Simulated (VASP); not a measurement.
# Ti (P6_3/mmc) in VASP: notebook

The runs below take Ti through single point, with PBE.

All numbers are computed with VASP 6.6.1; they aren't measurements. Logs are shortened: lines on timing, memory, paths and dates and some standing lists are left out, and cuts for length are marked.

### Step 1. The cell of the first run

Symmetry: P6_3/mmc, No. 194, hexagonal system. The conventional cell has a = 3.027 Å, b = 3.027 Å, c = 4.802 Å, α = 90.00°, β = 90.00°, γ = 120.00°. Within 3.9 Å of Ti (site symmetry -6m2) lie 12 Ti at 2.97 to 3.03 Å.

### Step 2. Single point, PBE

Contents of INCAR:

```
ALGO = Normal
EDIFF = 1E-7
ENCUT = 520
GGA = PE
ISIF = 2
ISMEAR = 1
LASPH = T
LCHARG = F
LREAL = F
LWAVE = F
NBANDS = 19
NELM = 80
PREC = Accurate
SIGMA = 0.15
```

Contents of KPOINTS:

```
k-points
0
Gamma
  11 11 6
```

Contents of POSCAR:

```
Ti
1.0
    3.0266574256      0.0000000000      0.0000000000
   -1.5133287128      2.6211571496      0.0000000000
    0.0000000000      0.0000000000      4.8016124583
Ti
2
Direct
    0.3333333333      0.6666666667      0.2500000000
    0.6666666667      0.3333333333      0.7500000000
```

Potentials or basis: VASP PAW PBE potentials, release 64 (Ti_sv).

Run with:

```bash
cat potpaw_PBE.64/Ti_sv/POTCAR > POTCAR
mpirun -np 1 vasp_std > vasp.out
```

OUTCAR:

```text
EDIFF = 1E-7
   ENCUT = 520
   GGA = PE
   ISIF = 2
   ISMEAR = 1
   LASPH = T
   LREAL = F
   NELM = 80
   PREC = Accurate

 ion  position               nearest neighbor table
   1  0.333  0.667  0.250-
   2  0.667  0.333  0.750-

  LATTYP: Found a hexagonal cell.
 ALAT       =     3.0266574256
 C/A-ratio  =     1.5864406780

  Lattice vectors:

 A1 = (   3.0266574256,   0.0000000000,   0.0000000000)
 A2 = (  -1.5133287128,   2.6211571496,   0.0000000000)
 A3 = (   0.0000000000,   0.0000000000,   4.8016124583)

Analysis of symmetry for initial positions (statically):
=====================================================================
 Subroutine PRICEL returns:
 Original cell was already a primitive cell.

 Routine SETGRP: Setting up the symmetry group for a
 hexagonal supercell.

 Subroutine GETGRP returns: Found 24 space group operations
 (whereof 12 operations were pure point group operations)
 out of a pool of 24 trial point group operations.

The static configuration has the point symmetry D_3d.
 The point group associated with its full space group is D_6h.

Analysis of symmetry for dynamics (positions and initial velocities):
=====================================================================
 Subroutine PRICEL returns:
 Original cell was already a primitive cell.

 Routine SETGRP: Setting up the symmetry group for a
 hexagonal supercell.

 Subroutine GETGRP returns: Found 24 space group operations
 (whereof 12 operations were pure point group operations)
 out of a pool of 24 trial point group operations.

The dynamic configuration has the point symmetry D_3d.
 The point group associated with its full space group is D_6h.

 Subroutine INISYM returns: Found 24 space group operations
 (whereof 12 operations are pure point group operations),
 and found     1 'primitive' translations

----------------------------------------------------------------------------------------

                                     Primitive cell

  volume of cell :      38.0928

  direct lattice vectors                    reciprocal lattice vectors
     3.026657426  0.000000000  0.000000000     0.330397485  0.190755446  0.000000000
    -1.513328713  2.621157150  0.000000000     0.000000000  0.381510891  0.000000000
     0.000000000  0.000000000  4.801612458     0.000000000  0.000000000  0.208263372

  length of vectors
     3.026657426  3.026653035  4.801612458     0.381510338  0.381510891  0.208263372

  position of ions in fractional coordinates (direct lattice)
     0.333333333  0.666666667  0.250000000
     0.666666667  0.333333333  0.750000000

  ion indices of the primitive-cell ions
   primitive index   ion index
                 1           1
                 2           2

----------------------------------------------------------------------------------------

 KPOINTS: k-points

Automatic generation of k-mesh.
 Grid dimensions read from file:
 generate k-points for:   11   11    6

 Generating k-lattice:

  Cartesian coordinates                     Fractional coordinates (reciprocal lattice)
     0.030036135  0.017341404  0.000000000     0.090909091 -0.000000000  0.000000000
     0.000000000  0.034682808  0.000000000     0.000000000  0.090909091  0.000000000
     0.000000000  0.000000000  0.034710562     0.000000000  0.000000000  0.166666667

  Length of vectors
     0.034682758  0.034682808  0.034710562

  Shift w.r.t. Gamma in fractional coordinates (k-lattice)
     0.000000000  0.000000000  0.000000000

 Subroutine IBZKPT returns following result:
 ===========================================

 Found     64 irreducible k-points:

 Following reciprocal coordinates:
            Coordinates               Weight
  0.000000  0.000000  0.000000      1.000000
  0.090909  0.000000  0.000000      6.000000
  0.181818  0.000000  0.000000      6.000000
  0.272727  0.000000  0.000000      6.000000
  0.363636  0.000000  0.000000      6.000000
  0.454545  0.000000  0.000000      6.000000
[... 16 lines left out ...]
  0.090909  0.090909  0.166667     12.000000
  0.181818  0.090909  0.166667     24.000000
 [... further k-points ...]
   k-points           NKPTS =     64   k-points in BZ     NKDIM =     64   number of bands    NBANDS=     19
   number of dos      NEDOS =    301   number of ions     NIONS =      2
   total plane-waves  NPLWV =  20736
   dimension x,y,z NGX =    24 NGY =   24 NGZ =   36
   dimension x,y,z NGXF=    48 NGYF=   48 NGZF=   72
   ions per type =               2
   NGX,Y,Z   is equivalent  to a cutoff of  13.18, 13.18, 12.46 a.u.
   NGXF,Y,Z  is equivalent  to a cutoff of  26.37, 26.37, 24.93 a.u.
 SYSTEM =  unknown system
   PREC   = accura    normal or accurate (medium, high low for compatibility)
   ISTART =      0    job   : 0-new  1-cont  2-samecut
   ICHARG =      2    charge: 1-file 2-atom 10-const
   ISPIN  =      1    spin polarized calculation?
   LNONCOLLINEAR =      F non collinear calculations
   LSORBIT =      F    spin-orbit coupling
   LASPH  =      T    aspherical Exc in radial PAW
   ENCUT  =  520.0 eV  38.22 Ry    6.18 a.u.   5.63  5.63  8.93*2*pi/ulx,y,z
   NELM   =     80;   NELMIN=  2; NELMDL= -5     # of ELM steps
   EDIFF  = 0.1E-06   stopping-criterion for ELM
   LREAL  =      F    real-space projection
   EDIFFG = 0.1E-05   stopping-criterion for IOM
   NSW    =      0    number of steps for IOM
   IBRION =     -1    ionic relax: 0-MD 1-quasi-New 2-CG
   NFREE  =      0    steps in history (QN), initial steepest desc. (CG)
   ISIF   =      2    stress and relaxation
   ISYM   =      2    0-nonsym 1-usesym 2-fastsym
   POTIM  = 0.5000    time-step for ionic-motion
   TEBEG  =    0.0;   TEEND  =   0.0 temperature during run
   PSTRESS=    0.0 pullay stress
   NELECT =      24.0000    total number of electrons
   NUPDOWN=      -1.0000    fix difference up-down
   EMIN   =  10.00;   EMAX   =-10.00  energy-range for DOS
   EFERMI =   0.00;   METHOD = LEGACY
   ISMEAR =     1;   SIGMA  =   0.15  broadening in eV -4-tet -1-fermi 0-gaus
   EFERMI_NEDOS =   21; number of points for ismear=-14 and -15
   IALGO  =     38    algorithm
   IMIX   =      4    mixing-type and parameters
     AMIX     =   0.40;   BMIX     =  1.00
     AMIX_MAG =   1.60;   BMIX_MAG =  1.00
  volume/ion in A,a.u.               =      19.05       128.53
  Fermi-wavevector in a.u.,A,eV,Ry     =   1.403452  2.652139 26.799074  1.969676
  Thomas-Fermi vector in A             =   2.526112
   LORBIT       =      0    0 simple, 1 ext, 2 COOP (PROOUT), +10 PAW based schemes
   GGA     = PE    functional components
   LHFCALC =     F    Hartree Fock is set to
   AEXX    =    0.0000 exact exchange contribution
   IVDW    =     0    specifies the selected vdW correction
   LEPSILON=     F    determine dielectric tensor
   LRPA    =     F    only Hartree local field effects (RPA)
 non-spin polarized calculation
 Methfessel and Paxton  Order N= 1 SIGMA  =   0.15
  energy-cutoff  :      520.00
  volume of cell :       38.09
 maximum number of plane-waves:      1061
 NGX is ok and might be reduce to    24
   NGX = 11   NGY = 11   NGZ = 17

 number of electron      23.9999996 magnetization

 Free energy of the ion-electron system (eV)
  ---------------------------------------------------
  ext. energy  EPLUGINS =         0.00000000
  ---------------------------------------------------
  free energy    TOTEN  =       -15.57103876 eV

  energy without entropy =      -15.57200380  energy(sigma->0) =      -15.57136044

 E-fermi :   7.4025     XC(G=0): -11.0706

 val. band max:        7.3955025934   @ k =   0.3636   0.1818   0.5000
 cond. band min:       7.4299378230   @ k =   0.2727   0.1818   0.5000
 fundamental gap:      0.0344352296
 Fermi energy:         7.4024514150

 k-point     1 :       0.0000    0.0000    0.0000
  band No.  band energies     occupation
      1     -49.6318      2.00000
      2     -49.5390      2.00000
      3     -26.1254      2.00000
      4     -25.6411      2.00000
      5     -25.6411      2.00000
      6     -25.6050      2.00000
[... 11 lines left out ...]
     18       8.8568     -0.00000
     19      10.1963     -0.00000

 k-point     2 :       0.0909    0.0000    0.0000
  band No.  band energies     occupation
      1     -49.6263      2.00000
      2     -49.5368      2.00000
      3     -26.1122      2.00000
      4     -25.6680      2.00000
      5     -25.6501      2.00000
      6     -25.6107      2.00000
[... 11 lines left out ...]
     18       8.7478     -0.00000
     19      10.2522     -0.00000

 k-point     3 :       0.1818    0.0000    0.0000
  band No.  band energies     occupation
      1     -49.6111      2.00000
      2     -49.5313      2.00000
      3     -26.0747      2.00000
      4     -25.7408      2.00000
      5     -25.6735      2.00000
      6     -25.6676      2.00000
[... 11 lines left out ...]
     18       9.0271     -0.00000
     19      10.3636     -0.00000

 k-point     4 :       0.2727    0.0000    0.0000
  band No.  band energies     occupation
      1     -49.5901      2.00000
      2     -49.5252      2.00000
      3     -26.0197      2.00000
      4     -25.8371      2.00000
      5     -25.7610      2.00000
      6     -25.7029      2.00000
[... 11 lines left out ...]
     18       9.5404     -0.00000
     19      10.4601      0.00000

 k-point     5 :       0.3636    0.0000    0.0000
  band No.  band energies     occupation
      1     -49.5689      2.00000
      2     -49.5215      2.00000
      3     -25.9580      2.00000
      4     -25.9265      2.00000
      5     -25.8439      2.00000
      6     -25.7291      2.00000
[... 11 lines left out ...]
     18      10.0846     -0.00000
     19      10.5202      0.00000
[... 334 lines left out ...]
      2     -49.5247      2.00000
      3     -25.9968      2.00000
      4     -25.8903      2.00000
      5     -25.8506      2.00000
      6     -25.7212      2.00000
[... 11 lines left out ...]
     18       9.9775     -0.00000
     19      10.4552      0.00000

 k-point    22 :       0.4545    0.0000    0.1667
  band No.  band energies     occupation
      1     -49.5519      2.00000
      2     -49.5236      2.00000
      3     -26.0170      2.00000
      4     -25.9279      2.00000
      5     -25.8525      2.00000
      6     -25.7360      2.00000
[... 11 lines left out ...]
     18      10.5305      0.00000
     19      10.7535      0.00000

 k-point    23 :       0.0909    0.0909    0.1667
  band No.  band energies     occupation
      1     -49.6104      2.00000
      2     -49.5386      2.00000
      3     -26.0601      2.00000
      4     -25.7037      2.00000
      5     -25.6947      2.00000
      6     -25.6604      2.00000
[... 11 lines left out ...]
     18       9.0831     -0.00000
     19      10.2899     -0.00000

 k-point    24 :       0.1818    0.0909    0.1667
  band No.  band energies     occupation
      1     -49.5931      2.00000
      2     -49.5320      2.00000
      3     -26.0253      2.00000
      4     -25.7815      2.00000
      5     -25.7609      2.00000
      6     -25.6898      2.00000
[... 11 lines left out ...]
     18       9.4408     -0.00000
     19      10.3487     -0.00000

 [... further k-points ...]
[... 5 lines left out ...]
  --------------------------------------------------------------------------------------
  -------------------------------------------------------------------------------------
  Total       -2.0583297     -2.0583218     -2.1224464      0.0000000      0.0000000      0.0000000
  in kB      -86.5729260    -86.5725911    -89.2696597      0.0000000      0.0000000      0.0000000
  external PRESSURE =     -87.4717256 kB  Pullay stress =       0.0000000 kB

 VOLUME and BASIS-vectors are now :
 -----------------------------------------------------------------------------
  energy-cutoff  :      520.00
  volume of cell :       38.09
      direct lattice vectors                 reciprocal lattice vectors
     3.026657426  0.000000000  0.000000000     0.330397485  0.190755446  0.000000000
    -1.513328713  2.621157150  0.000000000     0.000000000  0.381510891  0.000000000
     0.000000000  0.000000000  4.801612458     0.000000000  0.000000000  0.208263372

 POSITION                                       TOTAL-FORCE (eV/Angst)
 -----------------------------------------------------------------------------------
     -0.00000      1.74744      1.20040         0.000000     -0.000000      0.000000
      1.51333      0.87372      3.60121         0.000000      0.000000      0.000000
 -----------------------------------------------------------------------------------
    total drift:                               -0.000000      0.000000     -0.000000

  FREE ENERGIE OF THE ION-ELECTRON SYSTEM (eV)
  ---------------------------------------------------
  free  energy   TOTEN  =       -15.5710387588 eV

  energy  without entropy=      -15.5720037960  energy(sigma->0) =      -15.57136044
```

Wall time 34 s (1 thread of Intel Xeon Platinum 8488C (Sapphire Rapids), shared host); peak memory 0.17 GiB.

What came out:

* Free energy: -15.5710 eV
* Pressure: -8.7 GPa
* Band gap on the k mesh: zero (band 12 reaches 8.11 eV, above the bottom of band 13 at 7.13 eV)

Levels at points of the mesh, in eV from the Fermi level:
```csv
k point,band 9,band 10,band 11,band 12,band 13,band 14,band 15,band 16
"(0.00, 0.00, 0.00)",-5.99,-2.48,0.54,0.71,0.71,0.79,1.14,1.14
"(0.00, 0.00, 0.50)",-4.25,-4.25,0.07,0.07,0.62,0.62,0.62,0.62
```

### Step 3. Single point, PBE

This run uses another cell than the first one, of 19.75 Å³/atom, 1.037 times its volume.

Contents of INCAR:

```
PREC     = Accurate       # precision mode
ENCUT    = 520            # plane-wave cutoff, eV
EDIFF    = 1E-6           # SCF threshold, eV
ISMEAR   = 1              # smearing method
SIGMA    = 0.15           # smearing width, eV
LREAL    = F              # projectors in reciprocal space
LASPH    = T              # aspherical terms in the spheres
NELM     = 60             # most SCF steps
ALGO     = Normal         # electronic algorithm
ISIF     = 2              # what is computed and relaxed
LWAVE    = F              # write WAVECAR
LCHARG   = F              # write CHGCAR
GGA      = PE             # functional
NBANDS   = 19             # bands
```

Contents of KPOINTS:

```
Automatic mesh
0
Gamma
  11 11 6
```

Contents of POSCAR:

```
Ti
1.0
    3.0635715201      0.0000000000      0.0000000000
   -1.5317857600      2.6531256313      0.0000000000
    0.0000000000      0.0000000000      4.8601744793
Ti
2
Direct
    0.3333333333      0.6666666667      0.2500000000
    0.6666666667      0.3333333333      0.7500000000
```

Potentials or basis: VASP PAW PBE potentials, release 64 (Ti_sv).

Run with:

```bash
cat potpaw_PBE.64/Ti_sv/POTCAR > POTCAR
mpirun -np 1 vasp_std > vasp.out
```

OUTCAR:

```text
PREC = Accurate
   ENCUT = 520
   EDIFF = 1E-6
   ISMEAR = 1
   LREAL = F
   LASPH = T
   NELM = 60
   ISIF = 2
   GGA = PE

 ion  position               nearest neighbor table
   1  0.333  0.667  0.250-
   2  0.667  0.333  0.750-

  LATTYP: Found a hexagonal cell.
 ALAT       =     3.0635715201
 C/A-ratio  =     1.5864406780

  Lattice vectors:

 A1 = (   3.0635715201,   0.0000000000,   0.0000000000)
 A2 = (  -1.5317857600,   2.6531256313,   0.0000000000)
[... 190 lines left out ...]
      3     -26.5110      2.00000
      4     -26.0786      2.00000
      5     -26.0785      2.00000
      6     -26.0504      2.00000
[... 505 lines left out ...]
      6     -26.1223      2.00000
[... 11 lines left out ...]
     18       8.9956     -0.00000
     19       9.8571     -0.00000

 [... further k-points ...]
[... 5 lines left out ...]
  --------------------------------------------------------------------------------------
  -------------------------------------------------------------------------------------
  Total       -2.7742717     -2.7742610     -2.8619678     -0.0000000      0.0000000     -0.0000000
  in kB     -112.5179676   -112.5175324   -116.0747157     -0.0000000      0.0000000     -0.0000000
  external PRESSURE =    -113.7034052 kB  Pullay stress =       0.0000000 kB

 VOLUME and BASIS-vectors are now :
 -----------------------------------------------------------------------------
  energy-cutoff  :      520.00
  volume of cell :       39.50
      direct lattice vectors                 reciprocal lattice vectors
     3.063571520  0.000000000  0.000000000     0.326416404  0.188456963  0.000000000
    -1.531785760  2.653125631  0.000000000     0.000000000  0.376913927  0.000000000
     0.000000000  0.000000000  4.860174479     0.000000000  0.000000000  0.205753930

 POSITION                                       TOTAL-FORCE (eV/Angst)
 -----------------------------------------------------------------------------------
     -0.00000      1.76875      1.21504         0.000000     -0.000000      0.000000
      1.53179      0.88438      3.64513        -0.000000      0.000000      0.000000
 -----------------------------------------------------------------------------------
    total drift:                                0.000000     -0.000000      0.000000

  FREE ENERGIE OF THE ION-ELECTRON SYSTEM (eV)
  ---------------------------------------------------
  free  energy   TOTEN  =       -15.4825708095 eV

  energy  without entropy=      -15.4843930005  energy(sigma->0) =      -15.48317821
```

It took 29 s on 1 thread of Intel Xeon Platinum 8488C (Sapphire Rapids), shared host; peak memory 0.17 GiB.

What came out:

- Free energy: -15.4826 eV
- Pressure: -11.4 GPa
- Band gap on the k mesh: zero (band 12 reaches 7.73 eV, above the bottom of band 13 at 6.77 eV)
